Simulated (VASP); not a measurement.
Input of a VASP 6.6.1 run:

The input INCAR:

```
SYSTEM = CoC
PREC = Accurate
ENCUT = 600
EDIFF = 1E-6
ISMEAR = -1
SIGMA = 0.05
LREAL = .False.
LASPH = .True.
NELM = 200
ALGO = Normal
ISIF = 2
LWAVE = .False.
LCHARG = .False.
ISPIN = 2
MAGMOM = 1.7 0
LORBIT = 11
LMAXMIX = 4
GGA = PS
NBANDS = 22
GGA_COMPAT = .False.
```

File KPOINTS:

```
regular mesh
0
Gamma
  15 15 15
  0 0 0
```

File POSCAR:

```
CoC
1.0
    0.0000000000      1.9678756358      1.9678756358
    1.9678756358      0.0000000000      1.9678756358
    1.9678756358      1.9678756358      0.0000000000
Co C
1 1
Direct
    0.0000000000      0.0000000000      0.0000000000
    0.5000000000      0.5000000000      0.5000000000
```

Potentials or basis: VASP PAW PBE potentials, release 64 (Co_sv, C).

Run with:

```console
$ cat potpaw_PBE.64/Co_sv/POTCAR potpaw_PBE.64/C/POTCAR > POTCAR
$ mpirun -np 1 vasp_std > vasp.out
```

Predict the site moments.

Co +0.09; C +0.01 μB.

Predict the pressure.

3.8 GPa.

Estimate the net moment.

0.10 μB per cell.

Caveat: the PAW data sets were made with another functional, which shifts forces and pressure a little.
